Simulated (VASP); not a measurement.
Here is a VASP 6.6.1 calculation.

The input INCAR:

```
SYSTEM = AlN
PREC     = Accurate       ! precision mode
ENCUT    = 520            ! plane-wave cutoff, eV
EDIFF    = 1E-6           ! SCF threshold, eV
ISMEAR   = 0              ! smearing method
SIGMA    = 0.02           ! smearing width, eV
LREAL    = .False.        ! projectors in reciprocal space
LASPH    = .True.         ! aspherical terms in the spheres
NELM     = 80             ! most SCF steps
ALGO     = Normal         ! electronic algorithm
ISIF     = 2              ! what is computed and relaxed
LWAVE    = .False.        ! write WAVECAR
LCHARG   = .False.        ! write CHGCAR
GGA      = PE             ! functional
NBANDS   = 16             ! bands
```

Contents of KPOINTS:

```
regular mesh
0
Gamma
  12 12 6
  0 0 0
```

The input POSCAR:

```
AlN
1.0
    3.2710677989      0.0000000000      0.0000000000
   -1.6355338995      2.8328278114      0.0000000000
    0.0000000000      0.0000000000      4.8736875875
Al N
2 2
Direct
    0.6666666667      0.3333333333      0.4927377468
    0.3333333333      0.6666666667      0.9927377468
    0.6666666667      0.3333333333      0.8872622532
    0.3333333333      0.6666666667      0.3872622532
```

Potentials or basis: VASP PAW PBE potentials, release 64 (Al, N).

Command:

```sh
$ cat potpaw_PBE.64/Al/POTCAR potpaw_PBE.64/N/POTCAR > POTCAR
$ mpirun -np 1 vasp_std > vasp.out
```

(1) Predict the pressure.

(2) Estimate the band gap on the k mesh.

Answers

(1) -11.2 GPa.

(2) 3.17 eV, direct.
